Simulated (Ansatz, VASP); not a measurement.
**O in VASP and in Ansatz**

```xyz
4
Lattice="-2.3945 0.0000 3.6471 0.0000 -3.3248 0.0000 3.3083 0.0000 3.6471" Properties=species:S:1:pos:R:3 pbc="T T T"
O    -0.2274    0.0000    0.5674
O     0.2295   -1.6624    4.2144
O     1.1412    0.0000    6.7267
O     0.6843   -1.6624    3.0797
```

Alike in both runs: task single point; functional PBE; k mesh 6 × 8 × 5; occupations fermi-dirac, width 0.05 eV; no spin polarisation.

```csv
,VASP,Ansatz
version,VASP 6.6.1,Ansatz 0.2.0
potentials or method,"VASP PAW PBE potentials, release 64 (O)","PAW with Ansatz's default frozen-core files, scalar-relativistic"
plane-wave cutoff (eV),520,420
valence electrons in the cell,24,24
```

```tsv
	VASP	Ansatz	Ansatz less VASP
pressure (GPa)	-0.2	-2.1	-1.85
traceless stress, the component that is largest in VASP (GPa)	-2.99	-0.91	+2.074
rms of the force components (eV/Å)	0.494	0.185	-0.3088
```

Atom by atom the forces differ by 0.644 eV/Å (rms over components).

Noted on VASP's run: the standard files for N, O and F lose accuracy on very short bonds; spin is off for a triplet molecule.
